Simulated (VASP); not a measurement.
# Tl2Re (P4/mmm) in VASP: notebook

Tl2Re is run at these levels: PBE; tasks: single point, relaxation of cell and atoms.

Everything below comes from runs of VASP 6.6.1. Logs are shortened: lines on timing, memory, paths and dates and some standing lists are left out, and cuts for length are marked.

### Step 1. The cell of the first run

Symmetry: P4/mmm, No. 123, tetragonal system. The conventional cell has a = 4.902 Å, b = 4.902 Å, c = 3.014 Å, α = 90.00°, β = 90.00°, γ = 90.00°. Tl (site symmetry mmm) has 4 Re at 2.88 Å and 6 Tl at 3.01 to 3.47 Å within 3.8 Å. Within 3.8 Å of Re (site symmetry 4/mmm) lie 8 Tl at 2.88 Å and 2 Re at 3.01 Å.

The cell was built from a structure type or drawn by symmetry, and may not be a known phase.

### Step 2. Single point, PBE

INCAR

```
PREC = Accurate
ENCUT = 520
EDIFF = 1E-6
ISMEAR = 0
SIGMA = 0.1
LREAL = False
LASPH = True
NELM = 60
ALGO = Fast
ISIF = 2
LWAVE = False
LCHARG = False
GGA = PE
NBANDS = 24
```

KPOINTS

```
Automatic mesh
0
Gamma
  10 10 16
```

POSCAR

```
Tl2Re
1.0
    4.9022341965      0.0000000000      0.0000000000
    0.0000000000      4.9022341965      0.0000000000
    0.0000000000      0.0000000000      3.0137223624
Tl Re
2 1
Direct
    0.0000000000      0.5000000000      0.5000000000
    0.5000000000      0.0000000000      0.5000000000
    0.5000000000      0.5000000000      0.0000000000
```

Potentials or basis: VASP PAW PBE potentials, release 64 (Tl_d, Re).

Run with:

```console
> cat potpaw_PBE.64/Tl_d/POTCAR potpaw_PBE.64/Re/POTCAR > POTCAR
> mpirun -np 1 vasp_std > vasp.out
```

OUTCAR:

```text
PREC = Accurate
   ENCUT = 520
   EDIFF = 1E-6
   ISMEAR = 0
   LREAL = False
   LASPH = True
   NELM = 60
   ISIF = 2
   GGA = PE

 ion  position               nearest neighbor table
   1  0.000  0.500  0.500-   3 2.88   3 2.88   3 2.88   3 2.88   2 3.47   2 3.47   2 3.47   2 3.47

   2  0.500  0.000  0.500-   3 2.88   3 2.88   3 2.88   3 2.88   1 3.47   1 3.47   1 3.47   1 3.47

   3  0.500  0.500  0.000-   1 2.88   2 2.88   1 2.88   2 2.88   2 2.88   2 2.88   1 2.88   1 2.88

  LATTYP: Found a simple tetragonal cell.
 ALAT       =     4.9022341965
 C/A-ratio  =     0.6147650727

  Lattice vectors:

 A1 = (   4.9022341965,   0.0000000000,   0.0000000000)
 A2 = (   0.0000000000,   4.9022341965,   0.0000000000)
 A3 = (   0.0000000000,   0.0000000000,   3.0137223624)

Analysis of symmetry for initial positions (statically):
=====================================================================
 Subroutine PRICEL returns:
 Original cell was already a primitive cell.

 Routine SETGRP: Setting up the symmetry group for a
 simple tetragonal supercell.

 Subroutine GETGRP returns: Found 16 space group operations
 (whereof 16 operations were pure point group operations)
 out of a pool of 16 trial point group operations.

The static configuration has the point symmetry D_4h.

Analysis of symmetry for dynamics (positions and initial velocities):
=====================================================================
 Subroutine PRICEL returns:
 Original cell was already a primitive cell.

 Routine SETGRP: Setting up the symmetry group for a
 simple tetragonal supercell.

 Subroutine GETGRP returns: Found 16 space group operations
 (whereof 16 operations were pure point group operations)
 out of a pool of 16 trial point group operations.

The dynamic configuration has the point symmetry D_4h.

 Subroutine INISYM returns: Found 16 space group operations
 (whereof 16 operations are pure point group operations),
 and found     1 'primitive' translations

----------------------------------------------------------------------------------------

                                     Primitive cell

  volume of cell :      72.4255

  direct lattice vectors                    reciprocal lattice vectors
     4.902234197  0.000000000  0.000000000     0.203988622  0.000000000  0.000000000
     0.000000000  4.902234197  0.000000000     0.000000000  0.203988622  0.000000000
     0.000000000  0.000000000  3.013722362     0.000000000  0.000000000  0.331815569

  length of vectors
     4.902234197  4.902234197  3.013722362     0.203988622  0.203988622  0.331815569

  position of ions in fractional coordinates (direct lattice)
     0.000000000  0.500000000  0.500000000
     0.500000000  0.000000000  0.500000000
     0.500000000  0.500000000  0.000000000

  ion indices of the primitive-cell ions
   primitive index   ion index
                 1           1
                 2           2
                 3           3

----------------------------------------------------------------------------------------

 KPOINTS: Automatic mesh

Automatic generation of k-mesh.
 Grid dimensions read from file:
 generate k-points for:   10   10   16

 Generating k-lattice:

  Cartesian coordinates                     Fractional coordinates (reciprocal lattice)
     0.020398862  0.000000000  0.000000000     0.100000000  0.000000000  0.000000000
     0.000000000  0.020398862  0.000000000     0.000000000  0.100000000  0.000000000
     0.000000000  0.000000000  0.020738473     0.000000000  0.000000000  0.062500000

  Length of vectors
     0.020398862  0.020398862  0.020738473

  Shift w.r.t. Gamma in fractional coordinates (k-lattice)
     0.000000000  0.000000000  0.000000000

 Subroutine IBZKPT returns following result:
 ===========================================

 Found    189 irreducible k-points:

 Following reciprocal coordinates:
            Coordinates               Weight
  0.000000  0.000000  0.000000      1.000000
  0.100000  0.000000  0.000000      4.000000
  0.200000  0.000000  0.000000      4.000000
  0.300000  0.000000  0.000000      4.000000
  0.400000  0.000000  0.000000      4.000000
  0.500000  0.000000  0.000000      2.000000
[... 16 lines left out ...]
  0.100000  0.000000  0.062500      8.000000
  0.200000  0.000000  0.062500      8.000000
 [... further k-points ...]
   k-points           NKPTS =    189   k-points in BZ     NKDIM =    189   number of bands    NBANDS=     24
   number of dos      NEDOS =    301   number of ions     NIONS =      3
   total plane-waves  NPLWV =  31104
   dimension x,y,z NGX =    36 NGY =   36 NGZ =   24
   dimension x,y,z NGXF=    72 NGYF=   72 NGZF=   48
   ions per type =               2   1
   NGX,Y,Z   is equivalent  to a cutoff of  12.21, 12.21, 13.24 a.u.
   NGXF,Y,Z  is equivalent  to a cutoff of  24.42, 24.42, 26.48 a.u.
 SYSTEM =  unknown system
   PREC   = accura    normal or accurate (medium, high low for compatibility)
   ISTART =      0    job   : 0-new  1-cont  2-samecut
   ICHARG =      2    charge: 1-file 2-atom 10-const
   ISPIN  =      1    spin polarized calculation?
   LNONCOLLINEAR =      F non collinear calculations
   LSORBIT =      F    spin-orbit coupling
   LASPH  =      T    aspherical Exc in radial PAW
   ENCUT  =  520.0 eV  38.22 Ry    6.18 a.u.   9.11  9.11  5.60*2*pi/ulx,y,z
   NELM   =     60;   NELMIN=  2; NELMDL= -5     # of ELM steps
   EDIFF  = 0.1E-05   stopping-criterion for ELM
   LREAL  =      F    real-space projection
[... 7 lines left out ...]
   TEBEG  =    0.0;   TEEND  =   0.0 temperature during run
   PSTRESS=    0.0 pullay stress
   NELECT =      33.0000    total number of electrons
   NUPDOWN=      -1.0000    fix difference up-down
   EMIN   =  10.00;   EMAX   =-10.00  energy-range for DOS
   EFERMI =   0.00;   METHOD = LEGACY
   ISMEAR =     0;   SIGMA  =   0.10  broadening in eV -4-tet -1-fermi 0-gaus
   EFERMI_NEDOS =   21; number of points for ismear=-14 and -15
   IALGO  =     68    algorithm
   IMIX   =      4    mixing-type and parameters
     AMIX     =   0.40;   BMIX     =  1.00
     AMIX_MAG =   1.60;   BMIX_MAG =  1.00
  volume/ion in A,a.u.               =      24.14       162.92
  Fermi-wavevector in a.u.,A,eV,Ry     =   1.259744  2.380571 21.591839  1.586955
  Thomas-Fermi vector in A             =   2.393289
   LORBIT       =      0    0 simple, 1 ext, 2 COOP (PROOUT), +10 PAW based schemes
   GGA     = PE    functional components
   LHFCALC =     F    Hartree Fock is set to
   AEXX    =    0.0000 exact exchange contribution
   IVDW    =     0    specifies the selected vdW correction
   LEPSILON=     F    determine dielectric tensor
   LRPA    =     F    only Hartree local field effects (RPA)
 non-spin polarized calculation
 RMM-DIIS sequential band-by-band and
 Gauss-broadening in eV      SIGMA  =   0.10
  energy-cutoff  :      520.00
  volume of cell :       72.43
 maximum number of plane-waves:      1972
   NGX = 19   NGY = 19   NGZ = 11

 number of electron      32.9999991 magnetization

 Free energy of the ion-electron system (eV)
  ---------------------------------------------------
  ext. energy  EPLUGINS =         0.00000000
  ---------------------------------------------------
  free energy    TOTEN  =       -14.36515494 eV

  energy without entropy =      -14.35476950  energy(sigma->0) =      -14.35996222

 E-fermi :   6.9548     XC(G=0): -10.7666

 val. band max:        6.9501374204   @ k =   0.3000   0.1000   0.5000
 cond. band min:       6.9567550102   @ k =   0.5000   0.5000   0.5000
 fundamental gap:      0.0066175897
 Fermi energy:         6.9548192589

 k-point     1 :       0.0000    0.0000    0.0000
  band No.  band energies     occupation
      1      -5.6673      2.00000
      2      -5.5525      2.00000
      3      -5.3550      2.00000
      4      -5.2853      2.00000
      5      -4.7670      2.00000
      6      -4.6758      2.00000
[... 16 lines left out ...]
     23      14.3394      0.00000
     24      14.6739      0.00000

 k-point     2 :       0.1000    0.0000    0.0000
  band No.  band energies     occupation
      1      -5.6624      2.00000
      2      -5.5529      2.00000
      3      -5.3323      2.00000
      4      -5.2669      2.00000
      5      -4.7729      2.00000
      6      -4.6730      2.00000
[... 16 lines left out ...]
     23      14.8054      0.00000
     24      14.9034      0.00000

 k-point     3 :       0.2000    0.0000    0.0000
  band No.  band energies     occupation
      1      -5.6491      2.00000
      2      -5.5545      2.00000
      3      -5.2704      2.00000
      4      -5.2133      2.00000
      5      -4.7917      2.00000
      6      -4.6649      2.00000
[... 16 lines left out ...]
     23      15.1602      0.00000
     24      16.2206      0.00000

 k-point     4 :       0.3000    0.0000    0.0000
  band No.  band energies     occupation
      1      -5.6312      2.00000
      2      -5.5582      2.00000
      3      -5.1864      2.00000
      4      -5.1282      2.00000
      5      -4.8251      2.00000
      6      -4.6534      2.00000
[... 16 lines left out ...]
     23      15.6390      0.00000
     24      17.8799      0.00000

 k-point     5 :       0.4000    0.0000    0.0000
  band No.  band energies     occupation
      1      -5.6141      2.00000
      2      -5.5638      2.00000
      3      -5.1033      2.00000
      4      -5.0180      2.00000
      5      -4.8694      2.00000
      6      -4.7567      2.00000
[... 451 lines left out ...]
 k-point    22 :       0.0000    0.0000    0.0625
  band No.  band energies     occupation
      1      -5.6194      2.00000
      2      -5.4989      2.00000
      3      -5.3393      2.00000
      4      -5.2787      2.00000
      5      -4.7621      2.00000
      6      -4.6992      2.00000
[... 16 lines left out ...]
     23      13.5783      0.00000
     24      15.0168      0.00000

 k-point    23 :       0.1000    0.0000    0.0625
  band No.  band energies     occupation
      1      -5.6144      2.00000
      2      -5.4994      2.00000
      3      -5.3178      2.00000
      4      -5.2606      2.00000
      5      -4.7690      2.00000
      6      -4.6962      2.00000
[... 16 lines left out ...]
     23      13.8690      0.00000
     24      15.4282      0.00000

 k-point    24 :       0.2000    0.0000    0.0625
  band No.  band energies     occupation
      1      -5.6007      2.00000
      2      -5.5015      2.00000
      3      -5.2587      2.00000
      4      -5.2075      2.00000
      5      -4.7892      2.00000
      6      -4.6879      2.00000
[... 16 lines left out ...]
     23      14.3951      0.00000
     24      16.5570      0.00000

 [... further k-points ...]

------------------------ aborting loop because EDIFF is reached ----------------------------------------

  FORCE on cell =-STRESS in cart. coord.  units (eV):
  Direction    XX          YY          ZZ          XY          YZ          ZX
  --------------------------------------------------------------------------------------
  -------------------------------------------------------------------------------------
  Total       -0.0836739     -0.0836739     -0.0285835      0.0000000      0.0000000     -0.0000000
  in kB       -1.8510120     -1.8510120     -0.6323163      0.0000000      0.0000000     -0.0000000
  external PRESSURE =      -1.4447801 kB  Pullay stress =       0.0000000 kB

 VOLUME and BASIS-vectors are now :
 -----------------------------------------------------------------------------
  energy-cutoff  :      520.00
  volume of cell :       72.43
      direct lattice vectors                 reciprocal lattice vectors
     4.902234197  0.000000000  0.000000000     0.203988622  0.000000000  0.000000000
     0.000000000  4.902234197  0.000000000     0.000000000  0.203988622  0.000000000
     0.000000000  0.000000000  3.013722362     0.000000000  0.000000000  0.331815569

 POSITION                                       TOTAL-FORCE (eV/Angst)
 -----------------------------------------------------------------------------------
      0.00000      2.45112      1.50686         0.000000      0.000000      0.000000
      2.45112      0.00000      1.50686         0.000000      0.000000      0.000000
      2.45112      2.45112      0.00000         0.000000      0.000000      0.000000
 -----------------------------------------------------------------------------------
    total drift:                                0.000000      0.000000      0.000000

  FREE ENERGIE OF THE ION-ELECTRON SYSTEM (eV)
  ---------------------------------------------------
  free  energy   TOTEN  =       -14.3651549394 eV

  energy  without entropy=      -14.3547694956  energy(sigma->0) =      -14.35996222
```

It took 5.2 min on 1 thread of Intel Xeon 8259CL, shared host; peak memory 0.41 GiB.

Results:

```yaml
Free_energy: -14.3652 eV
Pressure: -0.1 GPa
Band_gap_on_the_k_mesh: zero (an odd number of electrons rules out a gap without spin polarisation)
```

Caveat: spin-orbit coupling is left out, which moves the levels of the heavy elements.

### Step 3. Relaxation of cell and atoms, PBE

This run uses another cell than the first one, of 24.06 Å³/atom.

INCAR

```
PREC = Accurate
ENCUT = 600
EDIFF = 1E-6
ISMEAR = 0
SIGMA = 0.1
LREAL = False
LASPH = True
NELM = 100
ALGO = Fast
ISIF = 3
LWAVE = False
LCHARG = False
GGA = PE
IBRION = 2
NSW = 100
EDIFFG = -0.01
```

KPOINTS is that of step 2.

POSCAR

```
Tl2Re
1.0
    4.8876518170      0.0000000000      0.0000000000
    0.0000000000      4.8876518170      0.0000000000
    0.0000000000      0.0000000000      3.0216125118
Tl Re
2 1
Direct
    0.0000000000      0.5000000000      0.5000000000
    0.5000000000      0.0000000000      0.5000000000
    0.5000000000      0.5000000000      0.0000000000
```

Potentials or basis: VASP PAW PBE potentials, release 64 (Tl_d, Re).

Run with:

```console
> cat potpaw_PBE.64/Tl_d/POTCAR potpaw_PBE.64/Re/POTCAR > POTCAR
> mpirun -np 1 vasp_std > vasp.out
```

Wall time 11 min (1 thread of Intel Xeon 8259CL, shared host); peak memory 0.47 GiB.

Results (log left out):

| Item | Value |
| --- | --- |
| Free energy | -14.3658 eV |
| Relaxed volume | 24.11 Å³/atom |
| Relaxed cell | a = 4.896 Å, b = 4.896 Å, c = 3.018 Å, α = 90.00°, β = 90.00°, γ = 90.00° |
| Space group after relaxing (to 0.1 Å) | P4/mmm (No. 123) |
| Energy gained by relaxing | 0.0 meV/atom |
| Ionic steps | 4 |
| Pressure after relaxing | 0.0 GPa |
| Band gap on the k mesh | zero (an odd number of electrons rules out a gap without spin polarisation) |

Step by step:
```
step  energy change (eV)  largest force (eV/Å)  pressure (GPa)  volume (Å³)
   1              0.0000                0.0000            0.09        72.18
   2             -0.0001                0.0000           -0.07        72.33
   3             -0.0001                0.0000           -0.01        72.34
   4             -0.0001                0.0000           -0.01        72.33
```

Final structure:
```xyz
3
Lattice="4.8956 0.0000 0.0000 0.0000 4.8956 0.0000 0.0000 0.0000 3.0178" Properties=species:S:1:pos:R:3 pbc="T T T"
Tl    0.0000    2.4478    1.5089
Tl    2.4478    0.0000    1.5089
Re    2.4478    2.4478    0.0000
```

Levels at points of the mesh, in eV from the Fermi level:
```tsv
k point	band 15	band 16	band 17	band 18	band 19	band 20
(0.00, 0.00, 0.00)	-2.03	-0.84	0.62	0.62	2.08	3.04
(0.50, 0.00, 0.00)	-2.05	-0.39	-0.04	0.60	0.69	3.05
(0.50, 0.50, 0.00)	-2.29	-2.15	-0.06	-0.06	0.90	6.41
(0.00, 0.00, 0.50)	-3.00	-1.98	-0.78	2.83	4.28	4.31
(0.50, 0.00, 0.50)	-1.93	-0.72	-0.07	1.26	2.63	3.20
(0.50, 0.50, 0.50)	-1.60	-0.73	-0.06	-0.03	-0.01	1.65
```

Caveat: spin-orbit coupling is left out, which moves the levels of the heavy elements.
